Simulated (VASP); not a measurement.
# Zn6InO8 (a cell with a defect) in VASP: further runs

Runs on Zn6InO8 (a cell with a defect). Level: PBE+D3(BJ). Tasks: single point, relaxation of the atoms.

Everything below comes from runs of VASP 6.6.1. Logs are shortened: lines on timing, memory, paths and dates and some standing lists are left out, and cuts for length are marked.

### 1 The cell of the first run

The cell holds a defect, 15 atoms: a = 6.702 Å, b = 5.804 Å, c = 5.226 Å, α = 90.00°, β = 90.00°, γ = 90.00°.

### 2 Single point, PBE+D3(BJ)

INCAR reads:

```
SYSTEM = Zn6InO8
ALGO = Normal
EDIFF = 1E-7
ENCUT = 520
GGA = PE
ISIF = 2
ISMEAR = 0
IVDW = 12
LASPH = .True.
LCHARG = .False.
LREAL = Auto
LWAVE = .False.
NBANDS = 80
NELECT = 134.0
NELM = 60
PREC = Accurate
SIGMA = 0.02
```

KPOINTS reads:

```
k-points
0
Gamma
  2 2 2
  0 0 0
```

POSCAR reads:

```
Zn6InO8
1.0
   -3.3510000000     -5.8041020000      0.0000000000
    5.0265000000     -2.9020510000      0.0000000000
    0.0000000000      0.0000000000      5.2260000000
Zn O In
6 8 1
Direct
    0.4962501923      0.3334698006      0.0023746082
    0.4892345539      0.6618728979      0.4875489170
    0.2584610380      0.8395399081     -0.0003211679
   -0.0043126576      0.6775660209      0.4882642558
    0.7400995285      0.8279744615      0.0004808143
    0.7323592760      0.1681816139      0.4913293056
    0.5167188203      0.3500537451      0.3674747011
    0.5011675095      0.6647710116      0.8731695519
    0.2439312539      0.7953510208      0.3637675646
    0.2620795850      0.1598051046      0.8911336769
   -0.0297453998      0.3493738527      0.3957910372
   -0.0048192000      0.6765029183      0.8781626705
    0.7434226885      0.8406475680      0.3804532819
    0.7475922548      0.1576961962      0.8796048255
    0.0110430566      0.3284220800      0.0065623573
```

Potentials or basis: VASP PAW PBE potentials, release 64 (Zn, O, In_d).

The run is started by

```sh
> cat potpaw_PBE.64/Zn/POTCAR potpaw_PBE.64/O/POTCAR potpaw_PBE.64/In_d/POTCAR > POTCAR
> mpirun -np 1 vasp_std > vasp.out
```

OUTCAR:

```text
SYSTEM = Zn6InO8
   EDIFF = 1E-7
   ENCUT = 520
   GGA = PE
   ISIF = 2
   ISMEAR = 0
   IVDW = 12
   LASPH = .True.
   LREAL = Auto
   NELECT = 134.0
   NELM = 60
   PREC = Accurate
 IVDW          = 12

 ion  position               nearest neighbor table
   1  0.496  0.333  0.002-   7 1.92  10 1.95   8 2.04  14 2.07  15 3.25  15 3.45
   2  0.489  0.662  0.488-   7 1.92   9 1.93   8 2.02  13 2.07
   3  0.258  0.840  1.000-   9 1.92  10 1.94   8 2.03  12 2.10  15 3.29  15 3.40
   4  0.996  0.678  0.488-   9 1.91  11 1.97  13 2.02  12 2.04  15 3.23  15 3.38
   5  0.740  0.828  0.000-   8 1.98  13 1.99  14 2.02  12 2.03  15 3.42  15 3.43
   6  0.732  0.168  0.491-   7 1.90  11 1.97  13 1.99  14 2.03  15 3.28  15 3.41
   7  0.517  0.350  0.367-   6 1.90   1 1.92   2 1.92
   8  0.501  0.665  0.873-   5 1.98   2 2.02   3 2.03   1 2.04
   9  0.244  0.795  0.364-   4 1.91   3 1.92   2 1.93
  10  0.262  0.160  0.891-   3 1.94   1 1.95  15 2.04
  11  0.970  0.349  0.396-   4 1.97   6 1.97  15 2.06
  12  0.995  0.677  0.878-   5 2.03   4 2.04   3 2.10  15 2.13
  13  0.743  0.841  0.380-   5 1.99   6 1.99   4 2.02   2 2.07
  14  0.748  0.158  0.880-   5 2.02   6 2.03   1 2.07  15 2.13
  15  0.011  0.328  0.007-  10 2.04  11 2.06  14 2.13  12 2.13   4 3.23   1 3.25   6 3.28   3 3.29
                             4 3.38   3 3.40   6 3.41   5 3.42   5 3.43   1 3.45

  LATTYP: Found a simple orthorhombic cell.
 ALAT       =     5.2260000000
 B/A-ratio  =     1.1106203965
 C/A-ratio  =     1.2824339415

  Lattice vectors:

 A1 = (   0.0000000000,   0.0000000000,  -5.2260000000)
 A2 = (   5.0265000000,  -2.9020510000,   0.0000000000)
 A3 = (  -3.3510000000,  -5.8041020000,   0.0000000000)

Analysis of symmetry for initial positions (statically):
=====================================================================
 Subroutine PRICEL returns:
 Original cell was already a primitive cell.

 Routine SETGRP: Setting up the symmetry group for a
 simple orthorhombic supercell.

 Subroutine GETGRP returns: Found  1 space group operations
 (whereof  1 operations were pure point group operations)
 out of a pool of  8 trial point group operations.

The static configuration has the point symmetry C_1 .

Analysis of symmetry for dynamics (positions and initial velocities):
=====================================================================
 Subroutine PRICEL returns:
 Original cell was already a primitive cell.

 Routine SETGRP: Setting up the symmetry group for a
 simple orthorhombic supercell.

 Subroutine GETGRP returns: Found  1 space group operations
 (whereof  1 operations were pure point group operations)
 out of a pool of  8 trial point group operations.

The dynamic configuration has the point symmetry C_1 .

 Subroutine INISYM returns: Found  1 space group operations
 (whereof  1 operations are pure point group operations),
 and found     1 'primitive' translations

----------------------------------------------------------------------------------------

                                     Primitive cell

  volume of cell :     203.2867

  direct lattice vectors                    reciprocal lattice vectors
    -3.351000000 -5.804102000  0.000000000    -0.074604596 -0.129218956  0.000000000
     5.026500000 -2.902051000  0.000000000     0.149209191 -0.086145971  0.000000000
     0.000000000  0.000000000  5.226000000     0.000000000  0.000000000  0.191350938

  length of vectors
     6.701999778  5.804102192  5.226000000     0.149209196  0.172291935  0.191350938

  position of ions in fractional coordinates (direct lattice)
     0.496250192  0.333469801  0.002374608
     0.489234554  0.661872898  0.487548917
     0.258461038  0.839539908  0.999678832
     0.995687342  0.677566021  0.488264256
     0.740099528  0.827974461  0.000480814
     0.732359276  0.168181614  0.491329306
     0.516718820  0.350053745  0.367474701
     0.501167510  0.664771012  0.873169552
     0.243931254  0.795351021  0.363767565
     0.262079585  0.159805105  0.891133677
     0.970254600  0.349373853  0.395791037
     0.995180800  0.676502918  0.878162670
     0.743422688  0.840647568  0.380453282
     0.747592255  0.157696196  0.879604826
     0.011043057  0.328422080  0.006562357

  ion indices of the primitive-cell ions
   primitive index   ion index
[... 29 lines left out ...]
     0.000000000  0.000000000  0.095675469     0.000000000  0.000000000  0.500000000

  Length of vectors
     0.074604598  0.086145968  0.095675469

  Shift w.r.t. Gamma in fractional coordinates (k-lattice)
     0.000000000  0.000000000  0.000000000

 Subroutine IBZKPT returns following result:
 ===========================================

 Found      8 irreducible k-points:

 Following reciprocal coordinates:
            Coordinates               Weight
  0.000000  0.000000  0.000000      1.000000
  0.500000  0.000000  0.000000      1.000000
 -0.000000  0.500000  0.000000      1.000000
  0.500000  0.500000  0.000000      1.000000
  0.000000  0.000000  0.500000      1.000000
  0.500000  0.000000  0.500000      1.000000
 -0.000000  0.500000  0.500000      1.000000
  0.500000  0.500000  0.500000      1.000000
   k-points           NKPTS =      8   k-points in BZ     NKDIM =      8   number of bands    NBANDS=     80
   number of dos      NEDOS =    301   number of ions     NIONS =     15
   total plane-waves  NPLWV =  96000
   dimension x,y,z NGX =    50 NGY =   48 NGZ =   40
   dimension x,y,z NGXF=   100 NGYF=   96 NGZF=   80
   ions per type =               6   8   1
   NGX,Y,Z   is equivalent  to a cutoff of  12.40, 13.75, 12.72 a.u.
   NGXF,Y,Z  is equivalent  to a cutoff of  24.81, 27.50, 25.45 a.u.
 SYSTEM =  Zn6InO8
   PREC   = accura    normal or accurate (medium, high low for compatibility)
   ISTART =      0    job   : 0-new  1-cont  2-samecut
   ICHARG =      2    charge: 1-file 2-atom 10-const
   ISPIN  =      1    spin polarized calculation?
   LNONCOLLINEAR =      F non collinear calculations
   LSORBIT =      F    spin-orbit coupling
   LASPH  =      T    aspherical Exc in radial PAW
   ENCUT  =  520.0 eV  38.22 Ry    6.18 a.u.  12.46 10.79  9.72*2*pi/ulx,y,z
   NELM   =     60;   NELMIN=  2; NELMDL= -5     # of ELM steps
   EDIFF  = 0.1E-06   stopping-criterion for ELM
   LREAL  =      T    real-space projection
   EDIFFG = 0.1E-05   stopping-criterion for IOM
   NSW    =      0    number of steps for IOM
   IBRION =     -1    ionic relax: 0-MD 1-quasi-New 2-CG
   NFREE  =      0    steps in history (QN), initial steepest desc. (CG)
   ISIF   =      2    stress and relaxation
   ISYM   =      2    0-nonsym 1-usesym 2-fastsym
   POTIM  = 0.5000    time-step for ionic-motion
   TEBEG  =    0.0;   TEEND  =   0.0 temperature during run
   PSTRESS=    0.0 pullay stress
   NELECT =     134.0000    total number of electrons
   NUPDOWN=      -1.0000    fix difference up-down
   EMIN   =  10.00;   EMAX   =-10.00  energy-range for DOS
   EFERMI =   0.00;   METHOD = LEGACY
   ISMEAR =     0;   SIGMA  =   0.02  broadening in eV -4-tet -1-fermi 0-gaus
   EFERMI_NEDOS =   21; number of points for ismear=-14 and -15
   IALGO  =     38    algorithm
   IMIX   =      4    mixing-type and parameters
     AMIX     =   0.40;   BMIX     =  1.00
     AMIX_MAG =   1.60;   BMIX_MAG =  1.00
  volume/ion in A,a.u.               =      13.55        91.46
  Fermi-wavevector in a.u.,A,eV,Ry     =   1.424755  2.692396 27.618825  2.029926
  Thomas-Fermi vector in A             =   2.545212
   LORBIT       =      0    0 simple, 1 ext, 2 COOP (PROOUT), +10 PAW based schemes
   GGA     = PE    functional components
   LHFCALC =     F    Hartree Fock is set to
   AEXX    =    0.0000 exact exchange contribution
   IVDW    =    12    specifies the selected vdW correction
   LEPSILON=     F    determine dielectric tensor
   LRPA    =     F    only Hartree local field effects (RPA)
 non-spin polarized calculation
 Gauss-broadening in eV      SIGMA  =   0.02
  energy-cutoff  :      520.00
  volume of cell :      203.29
 maximum number of plane-waves:      5492
 NGX is ok and might be reduce to    50
   NGX = 25   NGY = 21   NGZ = 19

 number of electron     134.0000003 magnetization

 Free energy of the ion-electron system (eV)
  ---------------------------------------------------
  ext. energy  EPLUGINS =         0.00000000
  ---------------------------------------------------
  free energy    TOTEN  =       -66.69215519 eV

  energy without entropy =      -66.69215519  energy(sigma->0) =      -66.69215519

 E-fermi :   1.5270     XC(G=0): -10.2541

 val. band max:        1.3896544452   @ k =   0.0000   0.0000   0.0000
 cond. band min:       1.7911341318   @ k =   0.0000   0.0000   0.0000
 fundamental gap:      0.4014796867
 Fermi energy:         1.5269653131

 k-point     1 :       0.0000    0.0000    0.0000
  band No.  band energies     occupation
      1     -16.8744      2.00000
      2     -16.5964      2.00000
      3     -16.2985      2.00000
      4     -16.1487      2.00000
      5     -16.0668      2.00000
      6     -15.8138      2.00000
[... 645 lines left out ...]
     78       9.3633      0.00000
     79       9.6815      0.00000
 [bands above 79 left out]

------------------------ aborting loop because EDIFF is reached ----------------------------------------

 Edisp (eV)   -2.87084

 E8    (eV) :    -1.1007

  FORCE on cell =-STRESS in cart. coord.  units (eV):
  Direction    XX          YY          ZZ          XY          YZ          ZX
  --------------------------------------------------------------------------------------
  -------------------------------------------------------------------------------------
  Total       5.99591     5.45513     7.17568     0.21388     0.07450     0.05761
  in kB      47.25601    42.99392    56.55422     1.68567     0.58717     0.45403
  external pressure =       48.93 kB  Pullay stress =        0.00 kB

 VOLUME and BASIS-vectors are now :
 -----------------------------------------------------------------------------
  energy-cutoff  :      520.00
  volume of cell :      203.29
      direct lattice vectors                 reciprocal lattice vectors
    -3.351000000 -5.804102000  0.000000000    -0.074604596 -0.129218956  0.000000000
     5.026500000 -2.902051000  0.000000000     0.149209191 -0.086145971  0.000000000
     0.000000000  0.000000000  5.226000000     0.000000000  0.000000000  0.191350938

 POSITION                                       TOTAL-FORCE (eV/Angst)
 -----------------------------------------------------------------------------------
      0.01325     -3.84803      0.01241        -0.006599     -0.010196     -0.040288
      1.68748     -4.76036      2.54793         0.009602     -0.025668      0.013044
      3.35384     -3.93652      5.22432        -0.005783      0.010439     -0.035746
      0.06924     -7.74540      2.55167         0.020453      0.014650      0.010453
      1.68174     -6.69844      0.00251        -0.000491     -0.010377     -0.009540
     -1.60877     -4.73876      2.56769        -0.025835      0.000302      0.013864
      0.02802     -4.01496      1.92042         0.006392      0.047926      0.029370
      1.66206     -4.83803      4.56318        -0.004264      0.009861     -0.008625
      3.18042     -3.72395      1.90105         0.038327     -0.026503      0.024949
     -0.07497     -1.98490      4.65706         0.002588      0.002069     -0.055840
     -1.49520     -6.64536      2.06840        -0.033223     -0.014254      0.032728
      0.06559     -7.73938      4.58928        -0.008669     -0.005232      0.005378
      1.73431     -6.75450      1.98825        -0.003913      0.007457      0.025901
     -1.71252     -4.79674      4.59681         0.005091     -0.006848     -0.001647
      1.61381     -1.01719      0.03429         0.006324      0.006374     -0.003999
 -----------------------------------------------------------------------------------
    total drift:                               -0.001460     -0.005417      0.025700

  FREE ENERGIE OF THE ION-ELECTRON SYSTEM (eV)
  ---------------------------------------------------
  free  energy   TOTEN  =       -69.5629938418 eV

  energy  without entropy=      -69.5629938418  energy(sigma->0) =      -69.56299384
```

Run time: 3.8 min. Hardware: 1 thread of AMD EPYC 7R43 (Zen 3), shared host; peak memory 0.31 GiB.

Results:

- Free energy: -69.5630 eV
- Largest force: 0.057 eV/Å
- Dispersion energy per atom: -0.191 eV

Forces on the atoms (eV/Å):
```
Zn  -0.007 -0.010 -0.040
Zn   0.010 -0.026  0.013
Zn  -0.006  0.010 -0.036
Zn   0.020  0.015  0.010
Zn   0.000 -0.010 -0.010
Zn  -0.026  0.000  0.014
O    0.006  0.048  0.029
O   -0.004  0.010 -0.009
O    0.038 -0.027  0.025
O    0.003  0.002 -0.056
O   -0.033 -0.014  0.033
O   -0.009 -0.005  0.005
O   -0.004  0.007  0.026
O    0.005 -0.007 -0.002
In   0.006  0.006 -0.004
```

Caveat: the k points lie up to 0.60 Å⁻¹ apart; the cell carries a net charge on a neutralising background, which shifts energy and pressure; the cell is charged against a uniform background, so pressure and absolute levels hang on convention; spin-orbit coupling is left out, which moves the levels of the heavy elements.

### 3 Single point, PBE+D3(BJ)

INCAR reads:

```
ALGO = Normal ; EDIFF = 1E-6
ENCUT = 520 ; GGA = PE
ISIF = 2 ; ISMEAR = 0
IVDW = 12 ; LASPH = T
LCHARG = T ; LELF = T
LREAL = Auto ; LVHAR = T
LWAVE = F ; NBANDS = 80
NELECT = 134.0 ; NELM = 100
PREC = Accurate ; SIGMA = 0.02
```

KPOINTS reads:

```
k-points
0
Gamma
  2 2 2
```

POSCAR reads:

```
Zn6InO8
1.0
   -3.3510000000     -5.8041020000      0.0000000000
    5.0265000000     -2.9020510000      0.0000000000
    0.0000000000      0.0000000000      5.2260000000
Zn O In
6 8 1
Direct
    0.5150374665      0.3316495945     -0.0092922543
    0.5064975992      0.6718156172      0.4998648167
    0.2509219510      0.8221092289     -0.0118780804
   -0.0118471378      0.6604265165      0.4995891878
    0.7574951113      0.8380365498     -0.0128949109
    0.7508611500      0.1664424458      0.5017300441
    0.4993502189      0.3422662687      0.3790993134
    0.5033258454      0.6592463757      0.8800012502
    0.2512550696      0.8235024580      0.3780458332
    0.2771577352      0.1502086009      0.8955366956
   -0.0150421616      0.3402073355      0.3905871159
    0.0027409562      0.7042374870      0.8636511462
    0.7454241841      0.8351085903      0.3726855546
    0.7307743628      0.1499498779      0.8668885114
    0.2360479791      0.1714599533      0.5063857763
```

Potentials or basis: VASP PAW PBE potentials, release 64 (Zn, O, In_d).

The run is started by

```sh
> cat potpaw_PBE.64/Zn/POTCAR potpaw_PBE.64/O/POTCAR potpaw_PBE.64/In_d/POTCAR > POTCAR
> mpirun -np 1 vasp_std > vasp.out
```

Run time: 3.5 min. Hardware: 1 thread of AMD EPYC 7R43 (Zen 3), shared host; peak memory 0.31 GiB.

The run converged. Its results:

| Quantity | Value |
| --- | --- |
| Free energy | -69.5631 eV |
| Largest force | 0.057 eV/Å |
| Dispersion energy per atom | -0.191 eV |

Forces in eV/Å, atoms in the order of the input:
```
Zn   0.030  0.005  0.021
Zn   0.007  0.007 -0.001
Zn  -0.023 -0.019  0.009
Zn   0.001 -0.008 -0.042
Zn  -0.009  0.028  0.014
Zn   0.007  0.012 -0.041
O   -0.014  0.004 -0.002
O    0.001 -0.007  0.026
O   -0.004  0.004  0.002
O    0.035  0.017  0.025
O   -0.013 -0.009 -0.051
O   -0.038  0.024  0.028
O    0.002 -0.016  0.001
O    0.000 -0.048  0.031
In   0.018  0.005 -0.020
```

Levels at points of the mesh, in eV from the Fermi level:
```csv
k point,band 63,band 64,band 65,band 66,band 67,band 68,band 69,band 70,band 71,band 72
"(0.00, 0.00, 0.00)",-1.18,-0.91,-0.43,-0.22,-0.14,0.26,4.06,4.84,5.18,5.49
"(0.50, 0.00, 0.00)",-1.01,-0.76,-0.62,-0.51,-0.32,1.92,2.55,5.24,6.03,6.30
"(0.00, 0.50, 0.00)",-0.92,-0.83,-0.81,-0.60,-0.27,2.31,2.68,4.70,5.23,5.89
"(0.50, 0.50, 0.00)",-1.17,-0.90,-0.83,-0.68,-0.30,2.82,3.58,3.87,4.23,6.64
"(0.00, 0.00, 0.50)",-1.17,-1.09,-0.99,-0.32,-0.21,2.26,3.52,4.69,4.98,5.60
"(0.50, 0.00, 0.50)",-1.23,-1.04,-0.84,-0.52,-0.42,3.03,3.82,4.22,4.99,5.87
"(0.00, 0.50, 0.50)",-1.26,-1.15,-1.00,-0.64,-0.38,3.21,3.83,4.46,4.64,4.84
"(0.50, 0.50, 0.50)",-1.39,-1.21,-0.91,-0.60,-0.45,3.55,4.33,4.65,4.84,4.98
```

Caveat: the k points lie up to 0.60 Å⁻¹ apart; the cell carries a net charge on a neutralising background, which shifts energy and pressure; the cell is charged against a uniform background, so pressure and absolute levels hang on convention; spin-orbit coupling is left out, which moves the levels of the heavy elements.

(Continued in part 2 of 2.)
